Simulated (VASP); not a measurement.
# La8O11 (a cell with a defect) in VASP: a series of runs

Runs on La8O11 (a cell with a defect). Level: PBE. Tasks: single point.

Program: VASP 6.6.1. These are calculated values, not measurements. Logs are shortened: lines on timing, memory, paths and dates and some standing lists are left out, and cuts for length are marked.

### Step 1. The cell of the first run

The cell holds a defect, 19 atoms: a = 7.862 Å, b = 6.808 Å, c = 6.112 Å, α = 90.00°, β = 90.00°, γ = 90.00°.

### Step 2. Single point, PBE

Input file INCAR:

```
PREC = Accurate
ENCUT = 520
EDIFF = 1E-7
ISMEAR = 0
SIGMA = 0.05
LREAL = Auto
LASPH = True
NELM = 100
ALGO = Normal
ISIF = 2
LWAVE = False
LCHARG = False
GGA = PE
NBANDS = 92
```

Input file KPOINTS:

```
Automatic mesh
0
Gamma
  2 2 2
```

Input file POSCAR:

```
La8O11
1.0
   -3.9307780000     -6.8083070000      0.0000000000
    5.8961670000     -3.4041530000      0.0000000000
    0.0000000000      0.0000000000      6.1119540000
La O
8 11
Direct
    0.4998363832      0.6710067824      0.8011089806
    0.4998790970      0.3292628444      0.2477378398
    0.2533702461      0.1692837209      0.7517695402
    0.2422959698      0.8371847539      0.2540185084
   -0.0001607286      0.6637723523      0.7562866559
   -0.0001416375      0.3329067429      0.2457323585
    0.7463556775      0.1692178506      0.7517428900
    0.7574166488      0.8371608112      0.2540000909
    0.4998736682      0.3566055203      0.6332717577
    0.7595964391      0.4951690904      0.0003313285
    0.2510949181      0.1666917249      0.3561842285
    0.2595491401      0.8269336340      0.6397790089
    0.4998770942      0.0259139681     -0.0139569233
   -0.0001356669      0.6637180302      0.3601226530
   -0.0001545573      0.3300553955      0.6438570960
    0.2401941448      0.4951629396      0.0002562201
    0.7486293387      0.1666438818      0.3561581315
    0.7401615677      0.8268754480      0.6397464818
   -0.0001675429     -0.0099424914     -0.0049524470
```

Potentials or basis: VASP PAW PBE potentials, release 64 (La, O).

Command:

```
> cat potpaw_PBE.64/La/POTCAR potpaw_PBE.64/O/POTCAR > POTCAR
> mpirun -np 1 vasp_std > vasp.out
```

OUTCAR:

```text
PREC = Accurate
   ENCUT = 520
   EDIFF = 1E-7
   ISMEAR = 0
   LREAL = Auto
   LASPH = True
   NELM = 100
   ISIF = 2
   GGA = PE

 ion  position               nearest neighbor table
   1  0.500  0.671  0.801-   9 2.37  12 2.38  18 2.38  16 2.66  10 2.66  13 2.67   2 3.59   4 3.61
                             8 3.61
   2  0.500  0.329  0.248-  17 2.34  11 2.34   9 2.36  13 2.61  10 2.78  16 2.78   1 3.59
   3  0.253  0.169  0.752-  15 2.37  11 2.42  12 2.43   9 2.43  13 2.60  16 2.69  19 2.77
   4  0.242  0.837  0.254-  11 2.33  14 2.33  12 2.36  19 2.69  16 2.80   1 3.61
   5  1.000  0.664  0.756-  15 2.37  14 2.42  18 2.43  12 2.43  19 2.66  10 2.67  16 2.67
   6  1.000  0.333  0.246-  14 2.36  11 2.37  17 2.37  15 2.43  10 2.65  16 2.65  19 2.79
   7  0.746  0.169  0.752-  15 2.37  17 2.42  18 2.43   9 2.43  13 2.60  10 2.69  19 2.77
   8  0.757  0.837  0.254-  17 2.33  14 2.33  18 2.36  19 2.69  10 2.80   1 3.61
   9  0.500  0.357  0.633-   2 2.36   1 2.37   3 2.43   7 2.43
  10  0.760  0.495  0.000-   6 2.65   1 2.66   5 2.67   7 2.69   2 2.78   8 2.80
  11  0.251  0.167  0.356-   4 2.33   2 2.34   6 2.37   3 2.42
  12  0.260  0.827  0.640-   4 2.36   1 2.38   3 2.43   5 2.43
  13  0.500  0.026  0.986-   7 2.60   3 2.60   2 2.61   1 2.67
  14  1.000  0.664  0.360-   4 2.33   8 2.33   6 2.36   5 2.42
  15  1.000  0.330  0.644-   7 2.37   3 2.37   5 2.37   6 2.43
  16  0.240  0.495  0.000-   6 2.65   1 2.66   5 2.67   3 2.69   2 2.78   4 2.80
  17  0.749  0.167  0.356-   8 2.33   2 2.34   6 2.37   7 2.42
  18  0.740  0.827  0.640-   8 2.36   1 2.38   7 2.43   5 2.43
  19  1.000  0.990  0.995-   5 2.66   8 2.69   4 2.69   7 2.77   3 2.77   6 2.79

  LATTYP: Found a simple orthorhombic cell.
 ALAT       =     6.1119540000
 B/A-ratio  =     1.1139329430
 C/A-ratio  =     1.2862589965

  Lattice vectors:

 A1 = (   0.0000000000,   0.0000000000,  -6.1119540000)
 A2 = (   5.8961670000,  -3.4041530000,   0.0000000000)
 A3 = (  -3.9307780000,  -6.8083070000,   0.0000000000)

Analysis of symmetry for initial positions (statically):
=====================================================================
 Subroutine PRICEL returns:
 Original cell was already a primitive cell.

 Routine SETGRP: Setting up the symmetry group for a
 simple orthorhombic supercell.

 Subroutine GETGRP returns: Found  1 space group operations
 (whereof  1 operations were pure point group operations)
 out of a pool of  8 trial point group operations.

The static configuration has the point symmetry C_1 .

Analysis of symmetry for dynamics (positions and initial velocities):
=====================================================================
 Subroutine PRICEL returns:
 Original cell was already a primitive cell.

 Routine SETGRP: Setting up the symmetry group for a
 simple orthorhombic supercell.

 Subroutine GETGRP returns: Found  1 space group operations
 (whereof  1 operations were pure point group operations)
 out of a pool of  8 trial point group operations.

The dynamic configuration has the point symmetry C_1 .

 Subroutine INISYM returns: Found  1 space group operations
 (whereof  1 operations are pure point group operations),
 and found     1 'primitive' translations

----------------------------------------------------------------------------------------

                                     Primitive cell

  volume of cell :     327.1355

  direct lattice vectors                    reciprocal lattice vectors
    -3.930778000 -6.808307000  0.000000000    -0.063600634 -0.110159549  0.000000000
     5.896167000 -3.404153000  0.000000000     0.127201286 -0.073439699  0.000000000
     0.000000000  0.000000000  6.111954000     0.000000000  0.000000000  0.163613797

  length of vectors
     7.861555819  6.808306907  6.111954000     0.127201285  0.146879395  0.163613797

  position of ions in fractional coordinates (direct lattice)
     0.499836383  0.671006782  0.801108981
     0.499879097  0.329262844  0.247737840
     0.253370246  0.169283721  0.751769540
     0.242295970  0.837184754  0.254018508
     0.999839271  0.663772352  0.756286656
     0.999858362  0.332906743  0.245732358
[... 11 lines left out ...]
     0.740161568  0.826875448  0.639746482
     0.999832457  0.990057509  0.995047553

  ion indices of the primitive-cell ions
   primitive index   ion index
                 1           1
                 2           2
                 3           3
                 4           4
                 5           5
                 6           6
[... 11 lines left out ...]
                18          18
                19          19

----------------------------------------------------------------------------------------

 KPOINTS: Automatic mesh

Automatic generation of k-mesh.
 Grid dimensions read from file:
 generate k-points for:    2    2    2

 Generating k-lattice:

  Cartesian coordinates                     Fractional coordinates (reciprocal lattice)
[... 88 lines left out ...]
  free energy    TOTEN  =      -155.78962204 eV

  energy without entropy =     -155.78902653  energy(sigma->0) =     -155.78932429

 E-fermi :   9.4440     XC(G=0): -10.3643

 val. band max:        9.3652260816   @ k =   0.5000   0.5000   0.5000
 cond. band min:       9.5226862416   @ k =   0.0000   0.5000   0.0000
 fundamental gap:      0.1574601600
 Fermi energy:         9.4439856990

 k-point     1 :       0.0000    0.0000    0.0000
  band No.  band energies     occupation
      1     -24.0174      2.00000
      2     -23.8506      2.00000
      3     -23.8310      2.00000
      4     -23.7724      2.00000
      5     -23.7593      2.00000
      6     -23.7276      2.00000
[... 81 lines left out ...]
     88      10.7650      0.00000
     89      10.7982      0.00000

 k-point     2 :       0.5000   -0.0000    0.0000
  band No.  band energies     occupation
      1     -23.9664      2.00000
      2     -23.9296      2.00000
      3     -23.7984      2.00000
      4     -23.7920      2.00000
      5     -23.7508      2.00000
      6     -23.7156      2.00000
[... 81 lines left out ...]
     88      10.6947      0.00000
     89      10.7082      0.00000

 k-point     3 :       0.0000    0.5000    0.0000
  band No.  band energies     occupation
      1     -23.9492      2.00000
      2     -23.9059      2.00000
      3     -23.8492      2.00000
      4     -23.7659      2.00000
      5     -23.7605      2.00000
      6     -23.7334      2.00000
[... 81 lines left out ...]
     88      10.8722      0.00000
     89      10.9090      0.00000

 k-point     4 :       0.5000    0.5000    0.0000
  band No.  band energies     occupation
      1     -23.9150      2.00000
      2     -23.8955      2.00000
      3     -23.8621      2.00000
      4     -23.8251      2.00000
      5     -23.7493      2.00000
      6     -23.7231      2.00000
[... 81 lines left out ...]
     88      10.8443      0.00000
     89      10.8477      0.00000

 k-point     5 :       0.0000    0.0000    0.5000
  band No.  band energies     occupation
      1     -23.9204      2.00000
      2     -23.8847      2.00000
      3     -23.8251      2.00000
      4     -23.7842      2.00000
      5     -23.7731      2.00000
      6     -23.7540      2.00000
[... 81 lines left out ...]
     88      10.5996      0.00000
     89      10.7913      0.00000

 k-point     6 :       0.5000   -0.0000    0.5000
  band No.  band energies     occupation
      1     -23.8948      2.00000
      2     -23.8560      2.00000
      3     -23.8440      2.00000
      4     -23.8337      2.00000
      5     -23.7594      2.00000
      6     -23.7407      2.00000
[... 81 lines left out ...]
     88      10.7162      0.00000
     89      10.7802      0.00000

 k-point     7 :       0.0000    0.5000    0.5000
  band No.  band energies     occupation
      1     -23.8892      2.00000
      2     -23.8521      2.00000
      3     -23.8254      2.00000
      4     -23.7993      2.00000
      5     -23.7880      2.00000
      6     -23.7836      2.00000
[... 81 lines left out ...]
     88      10.8396      0.00000
     89      10.8534      0.00000

 k-point     8 :       0.5000    0.5000    0.5000
  band No.  band energies     occupation
      1     -23.8716      2.00000
      2     -23.8466      2.00000
      3     -23.8184      2.00000
      4     -23.8178      2.00000
      5     -23.7894      2.00000
      6     -23.7554      2.00000
[... 81 lines left out ...]
     88      10.7193      0.00000
     89      10.7682      0.00000
 [bands above 89 left out]

------------------------ aborting loop because EDIFF is reached ----------------------------------------

  FORCE on cell =-STRESS in cart. coord.  units (eV):
  Direction    XX          YY          ZZ          XY          YZ          ZX
  --------------------------------------------------------------------------------------
  -------------------------------------------------------------------------------------
  Total        1.5307024      1.8046108      5.9201877      0.2420832      0.0764324     -0.1353616
  in kB        7.4967604      8.8382529     28.9946824      1.1856254      0.3743352     -0.6629463
  external PRESSURE =      15.1098985 kB  Pullay stress =       0.0000000 kB

 VOLUME and BASIS-vectors are now :
 -----------------------------------------------------------------------------
  energy-cutoff  :      520.00
  volume of cell :      327.14
      direct lattice vectors                 reciprocal lattice vectors
    -3.930778000 -6.808307000  0.000000000    -0.063600634 -0.110159549  0.000000000
     5.896167000 -3.404153000  0.000000000     0.127201286 -0.073439699  0.000000000
     0.000000000  0.000000000  6.111954000     0.000000000  0.000000000  0.163613797

 POSITION                                       TOTAL-FORCE (eV/Angst)
 -----------------------------------------------------------------------------------
      1.99162     -5.68725      4.89634        -0.004737      0.002249     -0.006841
     -0.02353     -4.52419      1.51416         0.004602     -0.002385      0.000958
      0.00218     -2.30129      4.59478         0.005771      0.002828     -0.016801
      3.98377     -4.49953      1.55255         0.006010     -0.001625      0.017916
     -0.01643     -9.06680      4.62239        -0.005515      0.002107     -0.008991
     -1.96735     -7.94061      1.50190         0.001638     -0.000314      0.014586
[... 11 lines left out ...]
      1.96598     -7.85406      3.91010         0.001948     -0.002309     -0.000830
      1.90742    -10.17747      6.08168         0.003482     -0.003325     -0.000850
 -----------------------------------------------------------------------------------
    total drift:                                0.003600     -0.002224     -0.001273

  FREE ENERGIE OF THE ION-ELECTRON SYSTEM (eV)
  ---------------------------------------------------
  free  energy   TOTEN  =      -155.7896220447 eV

  energy  without entropy=     -155.7890265315  energy(sigma->0) =     -155.78932429
```

Wall time 9.1 min (1 thread of Intel Xeon 6975P-C (Granite Rapids), shared host); peak memory 0.46 GiB.

Results:

```
Free energy            : -155.7896 eV
Pressure               : 1.5 GPa
Largest force          : 0.019 eV/Å
Band gap on the k mesh : 0.16 eV
```

Forces in eV/Å, atoms in the order of the input:
```
La  -0.005  0.002 -0.007
La   0.005 -0.002  0.001
La   0.006  0.003 -0.017
La   0.006 -0.002  0.018
La  -0.006  0.002 -0.009
La   0.002  0.000  0.015
La   0.002 -0.007 -0.016
La   0.004 -0.004  0.016
O   -0.005  0.002  0.008
O    0.008  0.004  0.002
O   -0.002  0.008 -0.010
O    0.003  0.000  0.000
O   -0.011  0.007 -0.005
O   -0.005  0.001 -0.002
O   -0.002  0.001  0.013
O    0.001 -0.008  0.003
O   -0.006 -0.001 -0.008
O    0.002 -0.002 -0.001
O    0.003 -0.003 -0.001
```

Caveat: the k points lie up to 0.51 Å⁻¹ apart; spin-orbit coupling is left out, which moves the levels of the heavy elements.

### Step 3. Single point, PBE

Input file INCAR:

```
PREC     = Accurate       # precision mode
ENCUT    = 520            # plane-wave cutoff, eV
EDIFF    = 1E-6           # SCF threshold, eV
ISMEAR   = 0              # smearing method
SIGMA    = 0.05           # smearing width, eV
LREAL    = Auto         
LASPH    = True           # aspherical terms in the spheres
NELM     = 80             # most SCF steps
ALGO     = Normal         # electronic algorithm
ISIF     = 2              # what is computed and relaxed
LWAVE    = False          # write WAVECAR
LCHARG   = True           # write CHGCAR
GGA      = PE             # functional
LELF     = True           # ELF
LVHAR    = True         
NBANDS   = 92             # bands
```

KPOINTS is that of step 2.

Input file POSCAR:

```
La8O11
1.0
   -3.9307776929     -6.8083071773      0.0000000000
    5.8961668464     -3.4041532660      0.0000000000
    0.0000000000      0.0000000000      6.1119540000
La O
8 11
Direct
    0.5077137908      0.6638113152      0.7474674597
    0.4964428235      0.3318608321      0.2497196655
    0.2500000000      0.1714978763      0.7537435227
    0.2500000000      0.8299162635      0.2008552257
   -0.0077137908      0.6638113152      0.7474674597
    0.0035571765      0.3318608321      0.2497196655
    0.7500000000      0.1685219763      0.7558318611
    0.7500000000      0.8374498488      0.2452671325
    0.4988675583      0.3341804330      0.6452537947
    0.7500000000      0.5107000168      0.0058058812
    0.2500000000      0.1448135759      0.3681377745
    0.4906973861      0.6739892165      0.3618109298
    0.5090685256      0.0055835510      0.0008510277
    0.0093026139      0.6739892165      0.3618109298
    0.0011324417      0.3341804330      0.6452537947
    0.2500000000      0.4762128948      0.0155940701
    0.7500000000      0.1709733939      0.3573406450
    0.7500000000      0.8377303382      0.6413268923
   -0.0090685256      0.0055835510      0.0008510277
```

Potentials or basis: VASP PAW PBE potentials, release 64 (La, O).

Command:

```
> cat potpaw_PBE.64/La/POTCAR potpaw_PBE.64/O/POTCAR > POTCAR
> mpirun -np 1 vasp_std > vasp.out
```

Wall time 7 min (1 thread of Intel Xeon 6975P-C (Granite Rapids), shared host); peak memory 0.48 GiB.

The run converged. Its results:

- Free energy: -155.7895 eV
- Pressure: 1.5 GPa
- Largest force: 0.029 eV/Å
- Band gap on the k mesh: 0.15 eV

Forces on the atoms (eV/Å):
```
La   0.006  0.004 -0.016
La  -0.005 -0.002  0.017
La   0.003 -0.002 -0.008
La   0.004 -0.002  0.010
La   0.000 -0.007 -0.016
La  -0.001  0.005  0.017
La  -0.018  0.011 -0.020
La  -0.003  0.002  0.010
O    0.010  0.000  0.009
O   -0.001  0.001  0.010
O    0.002 -0.001 -0.009
O    0.000  0.001 -0.005
O   -0.002 -0.002  0.003
O   -0.001  0.000 -0.005
O    0.005 -0.009  0.009
O   -0.008  0.004  0.001
O    0.007 -0.004 -0.017
O   -0.001  0.001  0.008
O    0.001  0.003  0.003
```

Stress tensor (GPa, compression positive):
```
 0.74  0.11 -0.07
 0.11  0.88  0.04
-0.07  0.04  2.88
```

Levels at points of the mesh, in eV from the valence-band top:
```tsv
k point	band 75	band 76	band 77	band 78	band 79	band 80
(0.00, 0.00, 0.00)	-3.92	-3.84	-0.92	0.24	0.35	0.39
(0.50, 0.00, 0.00)	-3.87	-3.79	-0.64	0.27	0.30	0.57
(0.00, 0.50, 0.00)	-3.90	-3.89	-0.75	0.15	0.23	0.49
(0.50, 0.50, 0.00)	-3.89	-3.87	-0.58	0.24	0.31	0.50
(0.00, 0.00, 0.50)	-3.69	-3.65	-0.14	0.26	0.66	0.78
(0.50, 0.00, 0.50)	-3.80	-3.73	-0.06	0.28	0.56	0.65
(0.00, 0.50, 0.50)	-3.65	-3.64	-0.11	0.22	0.58	0.68
(0.50, 0.50, 0.50)	-3.71	-3.64	0.00	0.23	0.61	0.61
```

Caveat: the k points lie up to 0.51 Å⁻¹ apart; spin-orbit coupling is left out, which moves the levels of the heavy elements.

### Step 4. Single point, PBE

Input file INCAR:

```
SYSTEM = La8O11
ALGO = Normal ; EDIFF = 1E-7
ENCUT = 520 ; GGA = PE
ISIF = 2 ; ISMEAR = 0
LASPH = .True. ; LCHARG = .False.
LREAL = Auto ; LWAVE = .False.
NBANDS = 92 ; NELM = 80
PREC = Accurate ; SIGMA = 0.05
```

Input file KPOINTS:

```
k-points
0
Gamma
  2 2 2
  0 0 0
```

Input file POSCAR:

```
La8O11
1.0
   -3.9307780000     -6.8083070000      0.0000000000
    5.8961670000     -3.4041530000      0.0000000000
    0.0000000000      0.0000000000      6.1119540000
La O
8 11
Direct
    0.4998363624      0.6710067365      0.8011089416
    0.4998790444      0.3292628160      0.2477377938
    0.2533702280      0.1692837259      0.7517695650
    0.2422959612      0.8371846716      0.2540184367
   -0.0001607405      0.6637722719      0.7562866147
   -0.0001416253      0.3329066667      0.2457323795
    0.7463556880      0.1692178187      0.7517428960
    0.7574167132      0.8371608120      0.2540001119
    0.4998736701      0.3566054736      0.6332717818
    0.7595964078      0.4951691241      0.0003313179
    0.2510948630      0.1666917106      0.3561842907
    0.2595491423      0.8269336771      0.6397790298
    0.4998771254      0.0259139551     -0.0139569113
   -0.0001356977      0.6637180736      0.3601226384
   -0.0001545177      0.3300553776      0.6438571036
    0.2401941273      0.4951630087      0.0002562192
    0.7486294055      0.1666438548      0.3561581124
    0.7401615937      0.8268754784      0.6397464706
   -0.0001674948     -0.0099424567     -0.0049524260
```

Command:

```
> cat potpaw_PBE.64/La/POTCAR potpaw_PBE.64/O/POTCAR > POTCAR
> mpirun -np 1 vasp_std > vasp.out
```

Wall time 15 min (1 thread of Intel Xeon 6975P-C (Granite Rapids), shared host); peak memory 0.47 GiB.

Results (log left out):

| Property | Result |
| --- | --- |
| Free energy | -155.7896 eV |
| Pressure | 1.5 GPa |
| Largest force | 0.019 eV/Å |
| Band gap on the k mesh | 0.16 eV |

Forces on the atoms (eV/Å):
```
La  -0.005  0.002 -0.007
La   0.005 -0.002  0.001
La   0.006  0.003 -0.017
La   0.006 -0.002  0.018
La  -0.006  0.002 -0.009
La   0.002  0.000  0.015
La   0.002 -0.007 -0.016
La   0.004 -0.004  0.016
O   -0.005  0.002  0.008
O    0.008  0.004  0.002
O   -0.002  0.008 -0.010
O    0.003  0.000  0.000
O   -0.011  0.007 -0.005
O   -0.005  0.001 -0.002
O   -0.002  0.001  0.013
O    0.001 -0.008  0.003
O   -0.006 -0.001 -0.008
O    0.002 -0.002 -0.001
O    0.003 -0.003 -0.001
```

Stress tensor (GPa, compression positive):
```
 0.75  0.12 -0.07
 0.12  0.88  0.04
-0.07  0.04  2.90
```

Levels at points of the mesh, in eV from the valence-band top:
| k point | band 73 | band 74 | band 75 | band 76 | band 77 | band 78 | band 79 | band 80 | band 81 | band 82 |
| --- | --- | --- | --- | --- | --- | --- | --- | --- | --- | --- |
| (0.00, 0.00, 0.00) | -4.00 | -3.97 | -3.92 | -3.84 | -0.92 | 0.25 | 0.36 | 0.39 | 0.79 | 0.88 |
| (0.50, 0.00, 0.00) | -4.10 | -3.96 | -3.86 | -3.78 | -0.64 | 0.28 | 0.31 | 0.58 | 0.80 | 0.83 |
| (0.00, 0.50, 0.00) | -3.94 | -3.91 | -3.90 | -3.89 | -0.74 | 0.16 | 0.24 | 0.50 | 0.71 | 0.94 |
| (0.50, 0.50, 0.00) | -3.92 | -3.89 | -3.89 | -3.86 | -0.58 | 0.25 | 0.32 | 0.51 | 0.52 | 0.90 |
| (0.00, 0.00, 0.50) | -3.93 | -3.74 | -3.68 | -3.65 | -0.14 | 0.26 | 0.66 | 0.79 | 0.93 | 0.99 |
| (0.50, 0.00, 0.50) | -3.87 | -3.79 | -3.79 | -3.72 | -0.05 | 0.29 | 0.56 | 0.65 | 0.74 | 0.99 |
| (0.00, 0.50, 0.50) | -3.94 | -3.70 | -3.65 | -3.64 | -0.11 | 0.22 | 0.58 | 0.68 | 0.75 | 0.98 |
| (0.50, 0.50, 0.50) | -3.88 | -3.73 | -3.70 | -3.63 | 0.00 | 0.23 | 0.61 | 0.61 | 0.84 | 1.02 |

Caveat: the k points lie up to 0.51 Å⁻¹ apart; spin-orbit coupling is left out, which moves the levels of the heavy elements.
